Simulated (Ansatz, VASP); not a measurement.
Two plane-wave programs on PtSe2

INCAR

```
SYSTEM = PtSe2
  PREC = Accurate
  ENCUT = 600
  EDIFF = 1E-6
  ISMEAR = 0
  SIGMA = 0.02
  LREAL = .False.
  LASPH = .True.
  NELM = 60
  ALGO = Normal
  ISIF = 3
  LWAVE = .False.
  LCHARG = .False.
  GGA = PE
  IBRION = 2
  NSW = 100
  EDIFFG = -0.01
```

KPOINTS

```
Automatic mesh
0
Gamma
  12 12 4
  0 0 0
```

Contents of POSCAR:

```
PtSe2
1.0
    3.7515280056      0.0000000000      0.0000000000
   -1.8757640028      3.2489185559      0.0000000000
    0.0000000000      0.0000000000      6.5141502416
Pt Se
1 2
Direct
    0.0000000000      0.0000000000      0.0000000000
    0.3333333333      0.6666666667      0.2005958070
    0.6666666667      0.3333333333      0.7994041930
```

Input for Ansatz:

```yaml
crystal:
  lattice:
    - [3.7515280056, 0.0, 0.0]
    - [-1.8757640028, 3.2489185559, 0.0]
    - [0.0, 0.0, 6.5141502416]
  atoms:
    - { symbol: Pt, position: [0.0, 0.0, 0.0] }
    - { symbol: Se, position: [0.3333333333, 0.6666666667, 0.200595807] }
    - { symbol: Se, position: [0.6666666667, 0.3333333333, 0.799404193] }
basis:
  ecutwfc: 420
kpoints:
  mp_grid: { grid: [12, 12, 4] }
hamiltonian:
  xc: pbe
scf:
  occupations: { method: gaussian, width: 0.02 }
output:
  forces: true
  stress: true
  eigenvalues: true
relax:
  adjacent_minimum: "off"
  f_tol: 0.01
  max_steps: 80
  cell: { stress_tol: 0.05 }
```

Alike in both runs: task relaxation of cell and atoms; functional PBE; k mesh 12 × 12 × 4; occupations gaussian, width 0.02 eV; no spin polarisation.

```csv
,VASP,Ansatz
version,VASP 6.6.1,Ansatz 0.2.0
potentials or method,"VASP PAW PBE potentials, release 64 (Pt, Se), cutoff 600 eV","scalar-relativistic, plane waves, PAW"
valence electrons in the cell,22,50
```

Ansatz gave:

| Item | Value |
| --- | --- |
| gap on the k mesh at the Fermi level, each at its own relaxed structure (eV) | 0.89 |
| relaxed volume (Å³/atom) | 26.47 |
| relaxed cell length with the largest relative difference (Å) | 3.752 |

Q: Which values does VASP return?

A: gap on the k mesh at the Fermi level, each at its own relaxed structure (eV): 0.88; relaxed volume (Å³/atom): 26.47; relaxed cell length with the largest relative difference (Å): 3.752.

VASP's potentials hold 22 valence electrons a cell and Ansatz's 50, so a difference there can come from the potentials and not from the codes.

Spin-orbit coupling is off throughout. Noted on VASP's run: the relaxation stopped at its first step, so nothing moved.
